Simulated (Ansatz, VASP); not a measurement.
## La2InNi2: VASP beside Ansatz

```
La In Ni
1.0
     7.58620    0.00000    0.00000
     0.00000    7.58620    0.00000
     0.00000    0.00000    3.85115
La In Ni
4 2 4
Direct
  0.17542 0.67542 0.50000
  0.82458 0.32458 0.50000
  0.32458 0.17542 0.50000
  0.67542 0.82458 0.50000
  0.50000 0.50000 0.00000
  0.00000 0.00000 0.00000
  0.61998 0.11998 0.00000
  0.38002 0.88002 0.00000
  0.88002 0.61998 0.00000
  0.11998 0.38002 0.00000
```

Alike in both runs: task relaxation of cell and atoms; functional LDA; k mesh 6 × 6 × 10; occupations gaussian, width 0.1 eV; no spin polarisation.

```csv
,VASP,Ansatz
version,VASP 6.6.1,Ansatz 0.2.0
potentials or method,"VASP PAW LDA potentials, release 64 (La, In_d, Ni), cutoff 600 eV","scalar-relativistic, plane waves, PAW"
valence electrons in the cell,110,142
```

|  | VASP | Ansatz | Ansatz less VASP |
| --- | --- | --- | --- |
| gap on the k mesh at the Fermi level, each at its own relaxed structure (eV) | none | none | - |
| relaxed volume (Å³/atom) | 20.83 | 20.82 | -0.011 |
| relaxed length of the cell vector where the two differ most in proportion (Å) | 7.423 | 7.421 | -0.0020 |

LDA's correlation is that of Perdew and Zunger in VASP and of Perdew and Wang (1992) in Ansatz. A gap of «none» marks a metal or a gap that the smearing closes. VASP's potentials hold 110 valence electrons a cell and Ansatz's 142, so a difference there can come from the potentials and not from the codes.

Spin-orbit coupling is off throughout.
